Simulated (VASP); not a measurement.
Wanted: the native input for a VASP 6.6.1 run.

```yaml
Task: single point
Functional: LDA
Potentials_or_basis: VASP PAW LDA potentials, release 64 (Cu, O)
Cutoff: 520 eV
k_mesh: 8 × 8 × 4
Occupations: fermi-dirac, width 0.05 eV
Spin: no spin polarisation
Dipole_correction: no
Further_INCAR_settings: ALGO = Normal; EDIFF = 1e-07; NBANDS = 25
```

The structure of CuO (Tenorite) lies in POSCAR:

```
CuO
1.0
    2.0129962922     -2.0160523976      0.1589083667
    2.0129962922      2.0160523976      0.1589083667
   -0.3959251713      0.0000000000      5.0333902587
Cu O
2 2
Direct
    0.4942669463     -0.0057594610      0.5018503592
   -0.0057594610      0.4942669463      0.0018503592
    0.4942927093      0.4941998054      0.7518496408
    0.4941998054      0.4942927093      0.2518496408
```

These files were run (other wordings do the same):

INCAR

```
ALGO     = Normal         # electronic algorithm
EDIFF    = 1E-7           # SCF threshold, eV
ENCUT    = 520            # plane-wave cutoff, eV
ISIF     = 2              # what is computed and relaxed
ISMEAR   = -1             # smearing method
LASPH    = True           # aspherical terms in the spheres
LCHARG   = True           # write CHGCAR
LELF     = True           # ELF
LREAL    = False          # projectors in reciprocal space
LVHAR    = True         
LWAVE    = False          # write WAVECAR
NBANDS   = 25             # bands
NELM     = 60             # most SCF steps
PREC     = Accurate       # precision mode
SIGMA    = 0.05           # smearing width, eV
```

KPOINTS

```
k-points
0
Gamma
  8 8 4
```

Potentials or basis: VASP PAW LDA potentials, release 64 (Cu, O).

Command:

```console
$ cat potpaw_LDA.64/Cu/POTCAR potpaw_LDA.64/O/POTCAR > POTCAR
$ mpirun -np 1 vasp_std > vasp.out
```

It gave:

```json
{"Pressure": "0.8 GPa", "Band gap on the k mesh": "zero (band 17 reaches 6.26 eV, above the bottom of band 18 at 5.04 eV)"}
```

Caveat: semilocal functionals often make such compounds metallic where correlation or magnetic order opens a gap, which also shifts bond lengths.

It took 30 s on 1 thread of Intel(R) Xeon(R) 6975P-C (Granite Rapids), with other jobs on the host, peak memory 0.18 GiB.
